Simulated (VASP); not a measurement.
A run of VASP 6.6.1:

INCAR

```
SYSTEM = YbC
PREC = Accurate
ENCUT = 600
EDIFF = 1E-6
ISMEAR = 0
SIGMA = 0.05
LREAL = .FALSE.
LASPH = .TRUE.
NELM = 150
ALGO = Normal
ISIF = 4
LWAVE = .FALSE.
LCHARG = .FALSE.
ISPIN = 2
MAGMOM = 0.05 0
LORBIT = 11
LMAXMIX = 6
GGA = PS
IBRION = 2
NSW = 60
EDIFFG = -0.01
```

Contents of KPOINTS:

```
Automatic mesh
0
G
  12 12 10
  0 0 0
```

File POSCAR:

```
YbC
1.0
    3.4215670912      0.0000000000      0.0000000000
   -1.7107835456      2.9631640217      0.0000000000
    0.0000000000      0.0000000000      3.0766258105
Yb C
1 1
Direct
    0.0000000000      0.0000000000      0.0000000000
    0.6666666667      0.3333333333      0.5000000000
```

Potentials or basis: VASP PAW PBE potentials, release 64 (Yb, C).

Launch:

```bash
$ cat potpaw_PBE.64/Yb/POTCAR potpaw_PBE.64/C/POTCAR > POTCAR
$ mpirun -np 1 vasp_std > vasp.out
```

Hardware: 1 thread of Intel(R) Xeon(R) 6975P-C (Granite Rapids), on a shared host.

Task: Estimate the wall time of this run.

Result: Run time: 7.7 min on 1 thread of Intel(R) Xeon(R) 6975P-C (Granite Rapids) (shared host), peak memory 0.31 GiB. Counts: scf iterations 65, k points 114, ion steps 1.
